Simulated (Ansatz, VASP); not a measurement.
**W: VASP beside Ansatz**

```xyz
1
Lattice="-1.3653 1.3653 1.3653 1.3653 -1.3653 1.3653 1.3653 1.3653 -1.3653" Properties=species:S:1:pos:R:3 pbc="T T T"
W     0.0000    0.0000    0.0000
```

Change from the starting cell: volume scaled by 0.64, PAW files.

Alike in both runs: task single point; functional r2SCAN; k mesh 19 × 19 × 19; occupations fermi-dirac, width 0.08 eV; no spin polarisation.

|  | VASP | Ansatz |
| --- | --- | --- |
| version | VASP 6.6.1 | Ansatz 0.2.0 |
| potentials or method | VASP PAW PBE potentials, release 64 (W_sv) | PAW with Ansatz's default frozen-core files, scalar-relativistic |
| plane-wave cutoff (eV) | 550 | 500 |
| valence electrons in the cell | 14 | 14 |

```tsv
	VASP	Ansatz	Ansatz less VASP
pressure (GPa)	357.8	344.6	-13.24
```

VASP's potentials were made for PBE, not for r2SCAN. Both programs put the cell under a high pressure, so it lies far from rest at this level.

Spin-orbit coupling is off throughout. Noted on VASP's run: the cell as given lies far from equilibrium.
